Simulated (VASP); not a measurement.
Write the native input for VASP 6.6.1 that does the following.

```
Task                   : single point
Functional             : r2SCAN
Potentials or basis    : VASP PAW PBE potentials, release 64 (Ti_sv, O)
Cutoff                 : 520 eV
k mesh                 : 6 × 6 × 4
Occupations            : gaussian, width 0.05 eV
Spin                   : no spin polarisation
Dipole correction      : no
Further INCAR settings : ALGO = Normal; EDIFF = 1e-07; NBANDS = 46
```

Crystal: TiO2.

```
Ti O
1.0
     5.58136   -0.00706    0.01186
    -2.79680    4.87168   -0.04232
     0.01293   -0.04578    6.08729
Ti O
3 6
Direct
  0.44559 0.01345 0.31341
  0.02547 0.45617 0.66631
  0.52808 0.52185 0.99100
  0.41201 0.27864 0.21582
  0.73335 0.15545 0.59587
  0.87206 0.59964 0.87750
  0.26696 0.42604 0.76663
  0.15665 0.72148 0.45632
  0.55982 0.82729 0.11713
```

This cell differs from its parent crystal: atoms moved at random and the cell strained at random.

These files were run (other wordings do the same):

POSCAR

```
TiO2
1.0
    5.5813635776     -0.0070589578      0.0118624167
   -2.7967950256      4.8716767209     -0.0423199911
    0.0129250400     -0.0457820900      6.0872909963
Ti O
3 6
Direct
    0.4455893089      0.0134466700      0.3134093801
    0.0254665415      0.4561706956      0.6663130828
    0.5280817638      0.5218499540     -0.0089989340
    0.4120120383      0.2786434668      0.2158200284
    0.7333470949      0.1554482030      0.5958736043
    0.8720631383      0.5996357739      0.8775048615
    0.2669637061      0.4260448870      0.7666272629
    0.1566537795      0.7214750561      0.4563166086
    0.5598226286      0.8272852934      0.1171341054
```

INCAR.step1

```
SYSTEM = TiO2
  ALGO = Normal
  EDIFF = 1E-4
  ENCUT = 520
  GGA = PE
  ISMEAR = 0
  LASPH = .True.
  LCHARG = .False.
  LREAL = .False.
  LWAVE = .True.
  NBANDS = 46
  NELM = 60
  PREC = Accurate
  SIGMA = 0.05
```

INCAR.step2

```
SYSTEM = TiO2
  ALGO = Normal
  EDIFF = 1E-7
  ENCUT = 520
  ISIF = 2
  ISMEAR = 0
  ISTART = 1
  LASPH = .True.
  LCHARG = .False.
  LMIXTAU = .True.
  LREAL = .False.
  LWAVE = .False.
  METAGGA = R2SCAN
  NBANDS = 46
  NELM = 60
  PREC = Accurate
  SIGMA = 0.05
```

KPOINTS

```
k-points
0
Gamma
  6 6 4
  0 0 0
```

Potentials or basis: VASP PAW PBE potentials, release 64 (Ti_sv, O).

Command:

```sh
$ cat potpaw_PBE.64/Ti_sv/POTCAR potpaw_PBE.64/O/POTCAR > POTCAR
$ cp INCAR.step1 INCAR
$ mpirun -np 1 vasp_std > vasp.out
$ cp INCAR.step2 INCAR
$ mpirun -np 1 vasp_std > vasp.out
```

Results of the run:

The pressure is 2.7 GPa and the largest force is 11.300 eV/Å. The band gap on the k mesh is 3.07 eV (least direct gap 3.10 eV).

Caveat: the cell differs from its parent crystal (atoms moved at random and the cell strained at random); the stress differs along the axes, from -2 to 8 GPa; the PAW data sets were made with another functional, which shifts forces and pressure a little.

It took 51 min on 1 thread of Oxide Virtual Turin-like Processor, on a shared host, peak memory 0.53 GiB.
